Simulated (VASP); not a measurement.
# Zr2W (P4_2/mnm) in VASP: further runs

The runs below take Zr2W through single point, relaxation of cell and atoms, with PBE.

Program: VASP 6.6.1. These are calculated values, not measurements. Logs are shortened: lines on timing, memory, paths and dates and some standing lists are left out, and cuts for length are marked.

## 1. The cell of the first run

Symmetry: P4_2/mnm, No. 136, tetragonal system. The conventional cell has a = 5.430 Å, b = 5.430 Å, c = 3.497 Å, α = 90.00°, β = 90.00°, γ = 90.00°. Within 3.0 Å of Zr (site symmetry m2m) lie 3 W at 2.30 to 2.35 Å and 1 Zr at 2.98 Å. Within 3.0 Å of W (site symmetry mmm) lie 6 Zr at 2.30 to 2.35 Å.

## 2. Single point, PBE

File INCAR:

```
ALGO     = Normal         # electronic algorithm
EDIFF    = 1E-6           # SCF threshold, eV
ENCUT    = 500            # plane-wave cutoff, eV
GGA      = PE             # functional
GGA_COMPAT= F            
ISIF     = 2              # what is computed and relaxed
ISMEAR   = 0              # smearing method
LASPH    = T              # aspherical terms in the spheres
LCHARG   = F              # write CHGCAR
LREAL    = F              # projectors in reciprocal space
LWAVE    = F              # write WAVECAR
NBANDS   = 47             # bands
NELM     = 120            # most SCF steps
PREC     = Accurate       # precision mode
SIGMA    = 0.1            # smearing width, eV
```

File KPOINTS:

```
k-points
0
Gamma
  4 4 6
```

File POSCAR:

```
Zr2W
1.0
    5.4299968256      0.0000000000      0.0000000000
    0.0000000000      5.4299968256      0.0000000000
    0.0000000000      0.0000000000      3.4974663924
Zr W
4 2
Direct
    0.3060000000      0.3060000000      0.0000000000
    0.1940000000      0.8060000000      0.5000000000
    0.6940000000      0.6940000000      0.0000000000
    0.8060000000      0.1940000000      0.5000000000
    0.0000000000      0.0000000000      0.0000000000
    0.5000000000      0.5000000000      0.5000000000
```

Potentials or basis: VASP PAW PBE potentials, release 64 (Zr_sv, W_sv).

Command:

```
cat potpaw_PBE.64/Zr_sv/POTCAR potpaw_PBE.64/W_sv/POTCAR > POTCAR
mpirun -np 1 vasp_std > vasp.out
```

OUTCAR:

```text
EDIFF = 1E-6
   ENCUT = 500
   GGA = PE
   ISIF = 2
   ISMEAR = 0
   LASPH = T
   LREAL = F
   NELM = 120
   PREC = Accurate

 ion  position               nearest neighbor table
   1  0.306  0.306  0.000-   6 2.30   6 2.30   5 2.35   3 2.98   4 3.29   2 3.29   4 3.29   2 3.29
                             2 3.29   2 3.29   4 3.29   4 3.29
   2  0.194  0.806  0.500-   5 2.30   5 2.30   6 2.35   4 2.98   1 3.29   1 3.29   3 3.29   3 3.29
                             1 3.29   1 3.29   3 3.29   3 3.29
   3  0.694  0.694  0.000-   6 2.30   6 2.30   5 2.35   1 2.98   4 3.29   2 3.29   4 3.29   2 3.29
                             4 3.29   4 3.29   2 3.29   2 3.29
   4  0.806  0.194  0.500-   5 2.30   5 2.30   6 2.35   2 2.98   3 3.29   1 3.29   3 3.29   1 3.29
                             3 3.29   3 3.29   1 3.29   1 3.29
   5  0.000  0.000  0.000-   2 2.30   4 2.30   2 2.30   4 2.30   3 2.35   1 2.35
   6  0.500  0.500  0.500-   1 2.30   3 2.30   1 2.30   3 2.30   2 2.35   4 2.35

  LATTYP: Found a simple tetragonal cell.
 ALAT       =     5.4299968256
 C/A-ratio  =     0.6441010013

  Lattice vectors:

 A1 = (   5.4299968256,   0.0000000000,   0.0000000000)
 A2 = (   0.0000000000,   5.4299968256,   0.0000000000)
 A3 = (   0.0000000000,   0.0000000000,   3.4974663924)

Analysis of symmetry for initial positions (statically):
=====================================================================
 Subroutine PRICEL returns:
 Original cell was already a primitive cell.

 Routine SETGRP: Setting up the symmetry group for a
 simple tetragonal supercell.

 Subroutine GETGRP returns: Found 16 space group operations
 (whereof  8 operations were pure point group operations)
 out of a pool of 16 trial point group operations.

The static configuration has the point symmetry D_2h.
 The point group associated with its full space group is D_4h.

Analysis of symmetry for dynamics (positions and initial velocities):
=====================================================================
 Subroutine PRICEL returns:
 Original cell was already a primitive cell.

 Routine SETGRP: Setting up the symmetry group for a
 simple tetragonal supercell.

 Subroutine GETGRP returns: Found 16 space group operations
 (whereof  8 operations were pure point group operations)
 out of a pool of 16 trial point group operations.

The dynamic configuration has the point symmetry D_2h.
 The point group associated with its full space group is D_4h.

 Subroutine INISYM returns: Found 16 space group operations
 (whereof  8 operations are pure point group operations),
 and found     1 'primitive' translations

----------------------------------------------------------------------------------------

                                     Primitive cell

  volume of cell :     103.1223

  direct lattice vectors                    reciprocal lattice vectors
     5.429996826  0.000000000  0.000000000     0.184162170  0.000000000  0.000000000
     0.000000000  5.429996826  0.000000000     0.000000000  0.184162170  0.000000000
     0.000000000  0.000000000  3.497466392     0.000000000  0.000000000  0.285921261

  length of vectors
     5.429996826  5.429996826  3.497466392     0.184162170  0.184162170  0.285921261

  position of ions in fractional coordinates (direct lattice)
     0.306000000  0.306000000  0.000000000
     0.194000000  0.806000000  0.500000000
     0.694000000  0.694000000  0.000000000
     0.806000000  0.194000000  0.500000000
     0.000000000  0.000000000  0.000000000
     0.500000000  0.500000000  0.500000000

  ion indices of the primitive-cell ions
   primitive index   ion index
                 1           1
                 2           2
                 3           3
                 4           4
                 5           5
                 6           6

----------------------------------------------------------------------------------------

 KPOINTS: k-points

Automatic generation of k-mesh.
 Grid dimensions read from file:
 generate k-points for:    4    4    6

 Generating k-lattice:

  Cartesian coordinates                     Fractional coordinates (reciprocal lattice)
     0.046040543  0.000000000  0.000000000     0.250000000  0.000000000  0.000000000
     0.000000000  0.046040543  0.000000000     0.000000000  0.250000000  0.000000000
     0.000000000  0.000000000  0.047653543     0.000000000  0.000000000  0.166666667

  Length of vectors
     0.046040543  0.046040543  0.047653543

  Shift w.r.t. Gamma in fractional coordinates (k-lattice)
     0.000000000  0.000000000  0.000000000

 Subroutine IBZKPT returns following result:
 ===========================================

 Found     24 irreducible k-points:

 Following reciprocal coordinates:
            Coordinates               Weight
  0.000000  0.000000  0.000000      1.000000
  0.250000  0.000000  0.000000      4.000000
  0.500000  0.000000  0.000000      2.000000
  0.250000  0.250000  0.000000      4.000000
  0.500000  0.250000  0.000000      4.000000
  0.500000  0.500000  0.000000      1.000000
[... 16 lines left out ...]
  0.500000  0.250000  0.500000      4.000000
  0.500000  0.500000  0.500000      1.000000
   k-points           NKPTS =     24   k-points in BZ     NKDIM =     24   number of bands    NBANDS=     47
   number of dos      NEDOS =    301   number of ions     NIONS =      6
   total plane-waves  NPLWV =  44800
   dimension x,y,z NGX =    40 NGY =   40 NGZ =   28
   dimension x,y,z NGXF=    80 NGYF=   80 NGZF=   56
   ions per type =               4   2
   NGX,Y,Z   is equivalent  to a cutoff of  12.25, 12.25, 13.31 a.u.
   NGXF,Y,Z  is equivalent  to a cutoff of  24.49, 24.49, 26.62 a.u.
 SYSTEM =  unknown system
   PREC   = accura    normal or accurate (medium, high low for compatibility)
   ISTART =      0    job   : 0-new  1-cont  2-samecut
   ICHARG =      2    charge: 1-file 2-atom 10-const
   ISPIN  =      1    spin polarized calculation?
   LNONCOLLINEAR =      F non collinear calculations
   LSORBIT =      F    spin-orbit coupling
   LASPH  =      T    aspherical Exc in radial PAW
   ENCUT  =  500.0 eV  36.75 Ry    6.06 a.u.   9.90  9.90  6.38*2*pi/ulx,y,z
   NELM   =    120;   NELMIN=  2; NELMDL= -5     # of ELM steps
   EDIFF  = 0.1E-05   stopping-criterion for ELM
   LREAL  =      F    real-space projection
   EDIFFG = 0.1E-04   stopping-criterion for IOM
   NSW    =      0    number of steps for IOM
   IBRION =     -1    ionic relax: 0-MD 1-quasi-New 2-CG
   NFREE  =      0    steps in history (QN), initial steepest desc. (CG)
   ISIF   =      2    stress and relaxation
   ISYM   =      2    0-nonsym 1-usesym 2-fastsym
   POTIM  = 0.5000    time-step for ionic-motion
   TEBEG  =    0.0;   TEEND  =   0.0 temperature during run
   PSTRESS=    0.0 pullay stress
   NELECT =      76.0000    total number of electrons
   NUPDOWN=      -1.0000    fix difference up-down
   EMIN   =  10.00;   EMAX   =-10.00  energy-range for DOS
   EFERMI =   0.00;   METHOD = LEGACY
   ISMEAR =     0;   SIGMA  =   0.10  broadening in eV -4-tet -1-fermi 0-gaus
   EFERMI_NEDOS =   21; number of points for ismear=-14 and -15
   IALGO  =     38    algorithm
   IMIX   =      4    mixing-type and parameters
     AMIX     =   0.40;   BMIX     =  1.00
     AMIX_MAG =   1.60;   BMIX_MAG =  1.00
  volume/ion in A,a.u.               =      17.19       115.98
  Fermi-wavevector in a.u.,A,eV,Ry     =   1.478751  2.794435 29.751932  2.186705
  Thomas-Fermi vector in A             =   2.592994
   LORBIT       =      0    0 simple, 1 ext, 2 COOP (PROOUT), +10 PAW based schemes
   GGA     = PE    functional components
   LHFCALC =     F    Hartree Fock is set to
   AEXX    =    0.0000 exact exchange contribution
   IVDW    =     0    specifies the selected vdW correction
   LEPSILON=     F    determine dielectric tensor
   LRPA    =     F    only Hartree local field effects (RPA)
 non-spin polarized calculation
 Gauss-broadening in eV      SIGMA  =   0.10
  energy-cutoff  :      500.00
  volume of cell :      103.12
 maximum number of plane-waves:      2640
 NGX is ok and might be reduce to    40
   NGX = 19   NGY = 19   NGZ = 13

 number of electron      75.9999999 magnetization

 Free energy of the ion-electron system (eV)
  ---------------------------------------------------
  ext. energy  EPLUGINS =         0.00000000
  ---------------------------------------------------
  free energy    TOTEN  =       -43.94898897 eV

  energy without entropy =      -43.92083300  energy(sigma->0) =      -43.93491098

 E-fermi :  11.4686     XC(G=0): -12.4047

 val. band max:       11.4572847671   @ k =   0.2500   0.0000   0.1667
 cond. band min:      11.4891550642   @ k =   0.2500   0.2500   0.3333
 fundamental gap:      0.0318702972
 Fermi energy:        11.4685647047

 k-point     1 :       0.0000    0.0000    0.0000
  band No.  band energies     occupation
      1     -61.0325      2.00000
      2     -61.0297      2.00000
      3     -36.6140      2.00000
      4     -36.6017      2.00000
      5     -36.6017      2.00000
      6     -36.5125      2.00000
[... 39 lines left out ...]
     46      14.9420      0.00000
     47      15.1808      0.00000

 k-point     2 :       0.2500    0.0000    0.0000
  band No.  band energies     occupation
      1     -61.0321      2.00000
      2     -61.0301      2.00000
      3     -36.6130      2.00000
      4     -36.6038      2.00000
      5     -36.5881      2.00000
      6     -36.5255      2.00000
[... 39 lines left out ...]
     46      15.1449      0.00000
     47      15.4017      0.00000

 k-point     3 :       0.5000    0.0000    0.0000
  band No.  band energies     occupation
      1     -61.0311      2.00000
      2     -61.0311      2.00000
      3     -36.6087      2.00000
      4     -36.6087      2.00000
      5     -36.5567      2.00000
      6     -36.5567      2.00000
[... 39 lines left out ...]
     46      14.7542      0.00000
     47      15.3935      0.00000

 k-point     4 :       0.2500    0.2500    0.0000
  band No.  band energies     occupation
      1     -61.0318      2.00000
      2     -61.0304      2.00000
      3     -36.6114      2.00000
      4     -36.6036      2.00000
      5     -36.5806      2.00000
      6     -36.5351      2.00000
[... 939 lines left out ...]
     46      15.2598      0.00000
     47      15.5760      0.00000

 k-point    23 :       0.5000    0.2500    0.5000
  band No.  band energies     occupation
      1     -61.0250      2.00000
      2     -61.0250      2.00000
      3     -36.6678      2.00000
      4     -36.6678      2.00000
      5     -36.5230      2.00000
      6     -36.5230      2.00000
[... 39 lines left out ...]
     46      14.8241      0.00000
     47      15.6351      0.00000

 k-point    24 :       0.5000    0.5000    0.5000
  band No.  band energies     occupation
      1     -61.0250      2.00000
      2     -61.0250      2.00000
      3     -36.6530      2.00000
      4     -36.6530      2.00000
      5     -36.5386      2.00000
      6     -36.5386      2.00000
[... 39 lines left out ...]
     46      15.8549      0.00000
     47      16.2963      0.00000

------------------------ aborting loop because EDIFF is reached ----------------------------------------

  FORCE on cell =-STRESS in cart. coord.  units (eV):
  Direction    XX          YY          ZZ          XY          YZ          ZX
  --------------------------------------------------------------------------------------
  -------------------------------------------------------------------------------------
  Total       48.9997959     48.9997959     69.4010880      0.0000000      0.0000000      0.0000000
  in kB      761.2935537    761.2935537   1078.2616519      0.0000000      0.0000000      0.0000000
  external PRESSURE =     866.9495864 kB  Pullay stress =       0.0000000 kB

 VOLUME and BASIS-vectors are now :
 -----------------------------------------------------------------------------
  energy-cutoff  :      500.00
  volume of cell :      103.12
      direct lattice vectors                 reciprocal lattice vectors
     5.429996826  0.000000000  0.000000000     0.184162170  0.000000000  0.000000000
     0.000000000  5.429996826  0.000000000     0.000000000  0.184162170  0.000000000
     0.000000000  0.000000000  3.497466392     0.000000000  0.000000000  0.285921261

 POSITION                                       TOTAL-FORCE (eV/Angst)
 -----------------------------------------------------------------------------------
      1.66158      1.66158      0.00000        -1.758292     -1.758292      0.000000
      1.05342      4.37658      1.74873         1.758292     -1.758292      0.000000
      3.76842      3.76842      0.00000         1.758292      1.758292      0.000000
      4.37658      1.05342      1.74873        -1.758292      1.758292      0.000000
      0.00000      0.00000      0.00000         0.000000      0.000000      0.000000
      2.71500      2.71500      1.74873         0.000000      0.000000      0.000000
 -----------------------------------------------------------------------------------
    total drift:                                0.000000      0.000000     -0.000000

  FREE ENERGIE OF THE ION-ELECTRON SYSTEM (eV)
  ---------------------------------------------------
  free  energy   TOTEN  =       -43.9489889651 eV

  energy  without entropy=      -43.9208330009  energy(sigma->0) =      -43.93491098
```

It took 60 s on 1 thread of Intel Xeon 6975P-C (Granite Rapids), shared host; peak memory 0.24 GiB.

What came out:

```yaml
Free_energy: -43.9490 eV
Pressure: 86.7 GPa
Largest_force: 2.487 eV/Å
Band_gap_on_the_k_mesh: zero (bands 38 and 39 overlap by 0.25 eV)
```

Forces in eV/Å, atoms in the order of the input:
```
Zr  -1.758 -1.758  0.000
Zr   1.758 -1.758  0.000
Zr   1.758  1.758  0.000
Zr  -1.758  1.758  0.000
W    0.000  0.000  0.000
W    0.000  0.000  0.000
```

Stress tensor (GPa, compression positive):
```
 76.13   0.00   0.00
  0.00  76.13   0.00
  0.00   0.00 107.83
```

Levels at points of the mesh, in eV from the Fermi level:
```tsv
k point	band 35	band 36	band 37	band 38	band 39	band 40	band 41	band 42
(0.00, 0.00, 0.00)	-0.71	-0.28	-0.28	0.08	0.74	0.94	1.76	1.95
(0.50, 0.00, 0.00)	-1.95	-1.95	-1.46	-1.46	0.71	0.71	1.50	1.50
(0.50, 0.50, 0.00)	-1.09	-1.09	-0.90	-0.90	0.54	0.54	0.88	0.88
(0.00, 0.00, 0.50)	-0.86	-0.86	0.12	0.12	1.20	1.20	2.31	2.31
(0.50, 0.00, 0.50)	-0.70	-0.70	-0.10	-0.10	-0.09	-0.09	0.22	0.22
(0.50, 0.50, 0.50)	-0.83	-0.83	-0.20	-0.20	0.86	0.86	1.68	1.68
```

Caveat: the cell stands under pressure; spin-orbit coupling is left out, which moves the levels of the heavy elements; forces of over 1 eV/Å act on the atoms, so gaps and moduli don't describe the material at rest.

## 3. Single point, PBE

This run uses another cell than the first one, of 25.16 Å³/atom.

File INCAR:

```
PREC = Accurate ; ENCUT = 500
EDIFF = 1E-6 ; ISMEAR = 0
SIGMA = 0.1 ; LREAL = F
LASPH = T ; NELM = 120
ALGO = Normal ; ISIF = 2
LWAVE = F ; LCHARG = F
GGA = PE ; NBANDS = 47
GGA_COMPAT = F
```

File KPOINTS:

```
Automatic mesh
0
Gamma
  4 4 6
```

File POSCAR:

```
Zr2W
1.0
    5.8141111803      0.0000000000      0.0000000000
    0.0000000000      5.8141111803      0.0000000000
    0.0000000000      0.0000000000      4.4652215188
Zr W
4 2
Direct
    0.3141604973      0.3141604973      0.0000000000
    0.1858395027      0.8141604973      0.5000000000
    0.6858395027      0.6858395027      0.0000000000
    0.8141604973      0.1858395027      0.5000000000
    0.0000000000      0.0000000000      0.0000000000
    0.5000000000      0.5000000000      0.5000000000
```

Potentials or basis: VASP PAW PBE potentials, release 64 (Zr_sv, W_sv).

Command:

```
cat potpaw_PBE.64/Zr_sv/POTCAR potpaw_PBE.64/W_sv/POTCAR > POTCAR
mpirun -np 1 vasp_std > vasp.out
```

It took 86 s on 1 thread of Intel Xeon 6975P-C (Granite Rapids), shared host; peak memory 0.3 GiB.

Results (log left out):

- Free energy: -54.5152 eV
- Pressure: 0.0 GPa
- Largest force: 0.004 eV/Å
- Band gap on the k mesh: zero (bands 38 and 39 overlap by 0.47 eV)

Forces on the atoms (eV/Å):
```
Zr   0.003  0.003  0.000
Zr  -0.003  0.003  0.000
Zr  -0.003 -0.003  0.000
Zr   0.003 -0.003  0.000
W    0.000  0.000  0.000
W    0.000  0.000  0.000
```

Stress tensor (GPa, compression positive):
```
-0.09  0.00  0.00
 0.00 -0.09  0.00
 0.00  0.00  0.14
```

Levels at points of the mesh, in eV from the Fermi level:
| k point | band 36 | band 37 | band 38 | band 39 | band 40 | band 41 |
| --- | --- | --- | --- | --- | --- | --- |
| (0.00, 0.00, 0.00) | -0.62 | -0.34 | 0.00 | 0.00 | 0.09 | 1.51 |
| (0.50, 0.00, 0.00) | -0.85 | -0.79 | -0.79 | 0.70 | 0.70 | 0.83 |
| (0.50, 0.50, 0.00) | -0.55 | -0.09 | -0.09 | 0.08 | 0.08 | 0.27 |
| (0.00, 0.00, 0.50) | -1.26 | 0.35 | 0.35 | 1.25 | 1.25 | 1.42 |
| (0.50, 0.00, 0.50) | -0.80 | 0.09 | 0.09 | 0.33 | 0.33 | 0.41 |
| (0.50, 0.50, 0.50) | -0.92 | -0.67 | -0.67 | 0.38 | 0.38 | 1.54 |

Caveat: spin-orbit coupling is left out, which moves the levels of the heavy elements.

## 4. Relaxation of cell and atoms, PBE

File INCAR:

```
SYSTEM = Zr2W
  ALGO = Normal
  EDIFF = 1E-7
  EDIFFG = -0.04
  ENCUT = 500
  GGA = PE
  GGA_COMPAT = .False.
  IBRION = 2
  ISIF = 3
  ISMEAR = 0
  LASPH = .True.
  LCHARG = .False.
  LREAL = .False.
  LWAVE = .False.
  NELM = 120
  NELMIN = 4
  NSW = 90
  PREC = Accurate
  SIGMA = 0.1
```

File KPOINTS:

```
k-points
0
Gamma
  4 4 6
  0 0 0
```

File POSCAR:

```
Zr2W
1.0
    5.4299968256      0.0000000000      0.0000000000
    0.0000000000      5.4299968256      0.0000000000
    0.0000000000      0.0000000000      3.4974663924
Zr W
4 2
Direct
    0.3060000000      0.3060000000      0.0000000000
    0.1940000000      0.8060000000      0.5000000000
    0.6940000000      0.6940000000      0.0000000000
    0.8060000000      0.1940000000      0.5000000000
    0.0000000000      0.0000000000      0.0000000000
    0.5000000000      0.5000000000      0.5000000000
```

Command:

```
cat potpaw_PBE.64/Zr_sv/POTCAR potpaw_PBE.64/W_sv/POTCAR > POTCAR
mpirun -np 1 vasp_std > vasp.out
```

It took 20 min on 1 thread of Intel Xeon 6975P-C (Granite Rapids), shared host; peak memory 0.25 GiB.

Results (log left out):

```yaml
Free_energy: -54.4561 eV
Relaxed_volume: 25.10 Å³/atom
Relaxed_cell: a = 5.824 Å, b = 5.824 Å, c = 4.440 Å, α = 90.00°, β = 90.00°, γ = 90.00°
Space_group_after_relaxing_to_0.1_Å: P4_2/mnm (No. 136)
Pressure_after_relaxing: 0.1 GPa
Largest_force_after_relaxing: 0.007 eV/Å
Band_gap_on_the_k_mesh: zero (bands 38 and 39 overlap by 0.46 eV)
```

Forces in eV/Å, atoms in the order of the input:
```
Zr   0.005  0.005  0.000
Zr  -0.005  0.005  0.000
Zr  -0.005 -0.005  0.000
Zr   0.005 -0.005  0.000
W    0.000  0.000  0.000
W    0.000  0.000  0.000
```

Stress tensor (GPa, compression positive):
```
-0.01  0.00  0.00
 0.00 -0.01  0.00
 0.00  0.00  0.19
```

Final structure:
```
Zr W
1.0
     5.82445    0.00000    0.00000
     0.00000    5.82445    0.00000
     0.00000    0.00000    4.44001
Zr W
4 2
Cartesian
  1.8278 1.8278 0.0000
  1.0844 4.7400 2.2200
  3.9966 3.9966 0.0000
  4.7400 1.0844 2.2200
  0.0000 0.0000 0.0000
  2.9122 2.9122 2.2200
```

Levels at points of the mesh, in eV from the Fermi level:
| k point | band 36 | band 37 | band 38 | band 39 | band 40 | band 41 |
| --- | --- | --- | --- | --- | --- | --- |
| (0.00, 0.00, 0.00) | -0.59 | -0.34 | 0.00 | 0.00 | 0.10 | 1.49 |
| (0.50, 0.00, 0.00) | -0.86 | -0.83 | -0.83 | 0.69 | 0.69 | 0.86 |
| (0.50, 0.50, 0.00) | -0.56 | -0.09 | -0.09 | 0.07 | 0.07 | 0.31 |
| (0.00, 0.00, 0.50) | -1.25 | 0.34 | 0.34 | 1.27 | 1.27 | 1.44 |
| (0.50, 0.00, 0.50) | -0.80 | 0.09 | 0.09 | 0.32 | 0.32 | 0.40 |
| (0.50, 0.50, 0.50) | -0.91 | -0.68 | -0.68 | 0.39 | 0.39 | 1.54 |

Caveat: the volume moved by over 15 % at a fixed basis, so the end points are rough; spin-orbit coupling is left out, which moves the levels of the heavy elements.

(Part 1 of 2 ends here.)
